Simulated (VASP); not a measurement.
Crystal: TiSi2.

```
Ti Si
1.0
     0.00000    4.11752    4.17764
     2.38951    0.00000    4.17764
     2.38951    4.11752    0.00000
Ti Si
2 4
Direct
  0.75000 0.75000 0.75000
  0.50000 0.50000 0.50000
  0.41257 0.08743 0.41257
  0.08743 0.41257 0.08743
  0.16257 0.83743 0.16257
  0.83743 0.16257 0.83743
```

Base run:

| Quantity | Value |
| --- | --- |
| Program | VASP 6.6.1 |
| Functional | PBEsol |
| Potentials or basis | VASP PAW PBE potentials, release 64 (Ti_sv, Si) |
| Cutoff | 520 eV |
| k mesh | 6 × 6 × 6 |
| Occupations | fermi-dirac, width 0.05 eV |
| Spin | no spin polarisation |

Its results: band gap on the k mesh zero (band 20 reaches 10.92 eV, above the bottom of band 21 at 9.19 eV); pressure 1.9 GPa; largest force 0.136 eV/Å.

**Question.** The run is repeated on the same cell with these changes: functional from PBEsol to PBE. What comes out?

**Answer.** Band gap on the k mesh zero (band 20 reaches 11.02 eV, above the bottom of band 21 at 9.28 eV); pressure 5.9 GPa; largest force 0.105 eV/Å.

PBE binds less tightly than PBEsol, so the same cell stands under more pressure.

Caveats: the PAW data sets were made with another functional, which shifts forces and pressure a little (some runs).
